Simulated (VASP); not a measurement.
LaIr5, 6 atoms in the cell. Symmetry: P6/mmm, No. 191, hexagonal system. The conventional cell has a = 5.525 Å, b = 5.525 Å, c = 4.322 Å, α = 90.00°, β = 90.00°, γ = 120.00°. Within 4.4 Å of La (site symmetry 6/mmm) lie 18 Ir at 3.19 to 3.51 Å and 2 La at 4.32 Å. Within 3.6 Å of Ir (site symmetry mmm) lie 8 Ir at 2.69 to 2.76 Å and 4 La at 3.51 Å. Within 3.5 Å of Ir (site symmetry -6m2) lie 9 Ir at 2.69 to 3.19 Å and 3 La at 3.19 Å. 

```yaml
Program: VASP 6.6.1
Task: single point
Functional: LDA
Potentials_or_basis: VASP PAW LDA potentials, release 64 (La, Ir_sv_GW)
Cutoff: 560 eV
k_mesh: 5 × 5 × 6
Occupations: fermi-dirac, width 0.1 eV
Spin: no spin polarisation
Dipole_correction: no
Further_INCAR_settings: ALGO = Normal; EDIFF = 1e-06; NBANDS = 57
```

Potentials or basis: VASP PAW LDA potentials, release 64 (La, Ir_sv_GW).

Run with:

```console
$ cat potpaw_LDA.64/La/POTCAR potpaw_LDA.64/Ir_sv_GW/POTCAR > POTCAR
$ mpirun -np 1 vasp_std > vasp.out
```

Hardware: 1 thread of Intel(R) Xeon(R) Platinum 8375C CPU @ 2.90GHz (Ice Lake), with other jobs on the host.

**Question.** How long does it take, and how much memory?

**Answer.** It took 9.7 min on 1 thread of Intel(R) Xeon(R) Platinum 8375C CPU @ 2.90GHz (Ice Lake), with other jobs on the host, peak memory 0.32 GiB. Counts: scf iterations 48, k points 20.
